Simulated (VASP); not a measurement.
# ZnCu (Pm-3m) in VASP: electric field gradients with PBE

Aim: the electric field gradients of ZnCu with PBE.

Everything below comes from runs of VASP 6.6.1. Logs are shortened: lines on timing, memory, paths and dates and some standing lists are left out, and cuts for length are marked.

### Step 1. The cell of the first run

It takes space group Pm-3m (No. 221, cubic). The conventional cell has a = 2.945 Å, b = 2.945 Å, c = 2.945 Å, α = 90.00°, β = 90.00°, γ = 90.00°. Zn (site symmetry m-3m) has 8 Cu at 2.55 Å and 6 Zn at 2.94 Å within 3.4 Å. Cu (site symmetry m-3m) has 8 Zn at 2.55 Å and 6 Cu at 2.94 Å within 3.4 Å.

### Step 2. Electric field gradients, PBE

File INCAR:

```
SYSTEM = ZnCu
PREC = Accurate
ENCUT = 520
EDIFF = 1E-8
ISMEAR = -1
SIGMA = 0.05
LREAL = .FALSE.
LASPH = .TRUE.
NELM = 60
ALGO = Normal
ISIF = 2
LWAVE = .FALSE.
LCHARG = .FALSE.
GGA = PE
LEFG = .TRUE.
NBANDS = 18
```

File KPOINTS:

```
regular mesh
0
G
  10 10 10
  0 0 0
```

File POSCAR:

```
ZnCu
1.0
    2.9450000000      0.0000000000      0.0000000000
    0.0000000000      2.9450000000      0.0000000000
    0.0000000000      0.0000000000      2.9450000000
Zn Cu
1 1
Direct
    0.5000000000      0.5000000000      0.5000000000
    0.0000000000      0.0000000000      0.0000000000
```

Potentials or basis: VASP PAW PBE potentials, release 64 (Zn, Cu).

Launch:

```console
$ cat potpaw_PBE.64/Zn/POTCAR potpaw_PBE.64/Cu/POTCAR > POTCAR
$ mpirun -np 1 vasp_std > vasp.out
```

OUTCAR:

```text
SYSTEM = ZnCu
   PREC = Accurate
   ENCUT = 520
   EDIFF = 1E-8
   ISMEAR = -1
   LREAL = .FALSE.
   LASPH = .TRUE.
   NELM = 60
   ISIF = 2
   GGA = PE

 ion  position               nearest neighbor table
   1  0.500  0.500  0.500-   2 2.55   2 2.55   2 2.55   2 2.55   2 2.55   2 2.55   2 2.55   2 2.55

   2  0.000  0.000  0.000-   1 2.55   1 2.55   1 2.55   1 2.55   1 2.55   1 2.55   1 2.55   1 2.55

  LATTYP: Found a simple cubic cell.
 ALAT       =     2.9450000000

  Lattice vectors:

 A1 = (   2.9450000000,   0.0000000000,   0.0000000000)
 A2 = (   0.0000000000,   2.9450000000,   0.0000000000)
 A3 = (   0.0000000000,   0.0000000000,   2.9450000000)

Analysis of symmetry for initial positions (statically):
=====================================================================
 Subroutine PRICEL returns:
 Original cell was already a primitive cell.

 Routine SETGRP: Setting up the symmetry group for a
 simple cubic supercell.

 Subroutine GETGRP returns: Found 48 space group operations
 (whereof 48 operations were pure point group operations)
 out of a pool of 48 trial point group operations.

The static configuration has the point symmetry O_h .

Analysis of symmetry for dynamics (positions and initial velocities):
=====================================================================
 Subroutine PRICEL returns:
 Original cell was already a primitive cell.

 Routine SETGRP: Setting up the symmetry group for a
 simple cubic supercell.

 Subroutine GETGRP returns: Found 48 space group operations
 (whereof 48 operations were pure point group operations)
 out of a pool of 48 trial point group operations.

The dynamic configuration has the point symmetry O_h .

 Subroutine INISYM returns: Found 48 space group operations
 (whereof 48 operations are pure point group operations),
 and found     1 'primitive' translations

----------------------------------------------------------------------------------------

                                     Primitive cell

  volume of cell :      25.5421

  direct lattice vectors                    reciprocal lattice vectors
     2.945000000  0.000000000  0.000000000     0.339558574  0.000000000  0.000000000
     0.000000000  2.945000000  0.000000000     0.000000000  0.339558574  0.000000000
     0.000000000  0.000000000  2.945000000     0.000000000  0.000000000  0.339558574

  length of vectors
     2.945000000  2.945000000  2.945000000     0.339558574  0.339558574  0.339558574

  position of ions in fractional coordinates (direct lattice)
     0.500000000  0.500000000  0.500000000
     0.000000000  0.000000000  0.000000000

  ion indices of the primitive-cell ions
   primitive index   ion index
                 1           1
                 2           2

----------------------------------------------------------------------------------------

 KPOINTS: regular mesh

Automatic generation of k-mesh.
 Grid dimensions read from file:
 generate k-points for:   10   10   10

 Generating k-lattice:

  Cartesian coordinates                     Fractional coordinates (reciprocal lattice)
     0.033955857  0.000000000  0.000000000     0.100000000  0.000000000  0.000000000
     0.000000000  0.033955857  0.000000000     0.000000000  0.100000000  0.000000000
     0.000000000  0.000000000  0.033955857     0.000000000  0.000000000  0.100000000

  Length of vectors
     0.033955857  0.033955857  0.033955857

  Shift w.r.t. Gamma in fractional coordinates (k-lattice)
     0.000000000  0.000000000  0.000000000

 Subroutine IBZKPT returns following result:
 ===========================================

 Found     56 irreducible k-points:

 Following reciprocal coordinates:
            Coordinates               Weight
  0.000000  0.000000  0.000000      1.000000
  0.100000  0.000000  0.000000      6.000000
  0.200000  0.000000  0.000000      6.000000
  0.300000  0.000000  0.000000      6.000000
  0.400000  0.000000  0.000000      6.000000
  0.500000  0.000000  0.000000      3.000000
[... 16 lines left out ...]
  0.200000  0.100000  0.100000     24.000000
  0.300000  0.100000  0.100000     24.000000
 [... further k-points ...]
   k-points           NKPTS =     56   k-points in BZ     NKDIM =     56   number of bands    NBANDS=     18
   number of dos      NEDOS =    301   number of ions     NIONS =      2
   total plane-waves  NPLWV =  13824
   dimension x,y,z NGX =    24 NGY =   24 NGZ =   24
   dimension x,y,z NGXF=    48 NGYF=   48 NGZF=   48
   ions per type =               1   1
   NGX,Y,Z   is equivalent  to a cutoff of  13.55, 13.55, 13.55 a.u.
   NGXF,Y,Z  is equivalent  to a cutoff of  27.10, 27.10, 27.10 a.u.
 SYSTEM =  ZnCu
   PREC   = accura    normal or accurate (medium, high low for compatibility)
   ISTART =      0    job   : 0-new  1-cont  2-samecut
   ICHARG =      2    charge: 1-file 2-atom 10-const
   ISPIN  =      1    spin polarized calculation?
   LNONCOLLINEAR =      F non collinear calculations
   LSORBIT =      F    spin-orbit coupling
   LASPH  =      T    aspherical Exc in radial PAW
   ENCUT  =  520.0 eV  38.22 Ry    6.18 a.u.   5.48  5.48  5.48*2*pi/ulx,y,z
   NELM   =     60;   NELMIN=  2; NELMDL= -5     # of ELM steps
   EDIFF  = 0.1E-07   stopping-criterion for ELM
   LREAL  =      F    real-space projection
   EDIFFG = 0.1E-06   stopping-criterion for IOM
   NSW    =      0    number of steps for IOM
   IBRION =     -1    ionic relax: 0-MD 1-quasi-New 2-CG
   NFREE  =      0    steps in history (QN), initial steepest desc. (CG)
   ISIF   =      2    stress and relaxation
   ISYM   =      2    0-nonsym 1-usesym 2-fastsym
   POTIM  = 0.5000    time-step for ionic-motion
   TEBEG  =    0.0;   TEEND  =   0.0 temperature during run
   PSTRESS=    0.0 pullay stress
   NELECT =      23.0000    total number of electrons
   NUPDOWN=      -1.0000    fix difference up-down
   EMIN   =  10.00;   EMAX   =-10.00  energy-range for DOS
   EFERMI =   0.00;   METHOD = LEGACY
   ISMEAR =    -1;   SIGMA  =   0.05  broadening in eV -4-tet -1-fermi 0-gaus
   EFERMI_NEDOS =   21; number of points for ismear=-14 and -15
   IALGO  =     38    algorithm
   IMIX   =      4    mixing-type and parameters
     AMIX     =   0.40;   BMIX     =  1.00
     AMIX_MAG =   1.60;   BMIX_MAG =  1.00
  volume/ion in A,a.u.               =      12.77        86.18
  Fermi-wavevector in a.u.,A,eV,Ry     =   1.580880  2.987429 34.003415  2.499180
  Thomas-Fermi vector in A             =   2.681040
   LORBIT       =      0    0 simple, 1 ext, 2 COOP (PROOUT), +10 PAW based schemes
   GGA     = PE    functional components
   LHFCALC =     F    Hartree Fock is set to
   AEXX    =    0.0000 exact exchange contribution
   IVDW    =     0    specifies the selected vdW correction
   LEPSILON=     F    determine dielectric tensor
   LRPA    =     F    only Hartree local field effects (RPA)
 non-spin polarized calculation
  energy-cutoff  :      520.00
  volume of cell :       25.54
 maximum number of plane-waves:       711
 NGX is ok and might be reduce to    24
   NGX = 11   NGY = 11   NGZ = 11

 number of electron      23.0000000 magnetization

 Free energy of the ion-electron system (eV)
  ---------------------------------------------------
  ext. energy  EPLUGINS =         0.00000000
  ---------------------------------------------------
  free energy    TOTEN  =        -5.00469079 eV

  energy without entropy =       -4.99938547  energy(sigma->0) =       -5.00203813

 E-fermi :   5.6497     XC(G=0): -12.4017

 val. band max:        5.6235328285   @ k =   0.4000   0.4000   0.4000
 cond. band min:       5.7831651713   @ k =   0.3000   0.1000   0.1000
 fundamental gap:      0.1596323427
 Fermi energy:         5.6497161698

 k-point     1 :       0.0000    0.0000    0.0000
  band No.  band energies     occupation
      1      -4.7966      2.00000
      2      -2.3079      2.00000
      3      -2.3079      2.00000
      4      -1.6127      2.00000
      5      -1.6127      2.00000
      6      -1.6127      2.00000
[... 10 lines left out ...]
     17      17.8230      0.00000
     18      28.9804      0.00000
[... 463 lines left out ...]
 k-point    24 :       0.3000    0.1000    0.1000
  band No.  band energies     occupation
      1      -2.9922      2.00000
      2      -2.1117      2.00000
      3      -1.9660      2.00000
      4      -1.7581      2.00000
      5      -1.6591      2.00000
      6      -1.5871      2.00000
[... 10 lines left out ...]
     17      20.0042      0.00000
     18      20.4477      0.00000

 [... further k-points ...]

------------------------ aborting loop because EDIFF is reached ----------------------------------------

  FORCE on cell =-STRESS in cart. coord.  units (eV):
  Direction    XX          YY          ZZ          XY          YZ          ZX
  --------------------------------------------------------------------------------------
  -------------------------------------------------------------------------------------
  Total        0.4646420      0.4646420      0.4646420      0.0000000      0.0000000      0.0000000
  in kB       29.1456103     29.1456103     29.1456103      0.0000000      0.0000000      0.0000000
  external PRESSURE =      29.1456103 kB  Pullay stress =       0.0000000 kB

 VOLUME and BASIS-vectors are now :
 -----------------------------------------------------------------------------
  energy-cutoff  :      520.00
  volume of cell :       25.54
      direct lattice vectors                 reciprocal lattice vectors
     2.945000000  0.000000000  0.000000000     0.339558574  0.000000000  0.000000000
     0.000000000  2.945000000  0.000000000     0.000000000  0.339558574  0.000000000
     0.000000000  0.000000000  2.945000000     0.000000000  0.000000000  0.339558574

 POSITION                                       TOTAL-FORCE (eV/Angst)
 -----------------------------------------------------------------------------------
      1.47250      1.47250      1.47250         0.000000      0.000000      0.000000
      0.00000      0.00000      0.00000         0.000000      0.000000      0.000000
 -----------------------------------------------------------------------------------
    total drift:                                0.000000      0.000000     -0.000000

  FREE ENERGIE OF THE ION-ELECTRON SYSTEM (eV)
  ---------------------------------------------------
  free  energy   TOTEN  =        -5.0046907943 eV

  energy  without entropy=       -4.9993854739  energy(sigma->0) =       -5.00203813

 Electric field gradients (V/A^2)
---------------------------------------------------------------------
 ion       V_xx      V_yy      V_zz      V_xy      V_xz      V_yz
---------------------------------------------------------------------
   1       0.000     0.000    -0.000     0.000     0.000    -0.000
   2       0.000    -0.000    -0.000    -0.000    -0.000     0.000
---------------------------------------------------------------------

 Electric field gradients after diagonalization (V/A^2)
 (convention: |V_zz| > |V_xx| > |V_yy|)
----------------------------------------------------------------------
 ion       V_xx      V_yy      V_zz     asymmetry (V_yy - V_xx)/ V_zz
----------------------------------------------------------------------
   1       0.000     0.000    -0.000       0.574
   2       0.000    -0.000    -0.000       0.441
----------------------------------------------------------------------

           NMR quadrupolar parameters

 Cq : quadrupolar parameter    Cq=e*Q*V_zz/h
 eta: asymmetry parameters     (V_yy - V_xx)/ V_zz
 Q  : nuclear electric quadrupole moment in mb (millibarn)
----------------------------------------------------------------------
 ion       Cq(MHz)       eta       Q (mb)
----------------------------------------------------------------------
   1      -0.000       0.574       1.000
   2      -0.000       0.441       1.000
----------------------------------------------------------------------
```

Run time: 36 s. Hardware: 1 thread of Intel Xeon 8259CL, shared host; peak memory 0.16 GiB.

What came out:

```
Free energy                             : -5.0047 eV
Pressure                                : 2.9 GPa
Band gap on the k mesh                  : zero (an odd number of electrons rules out a gap without spin polarisation)
Largest electric field gradient by atom : zero within the noise of the run
```
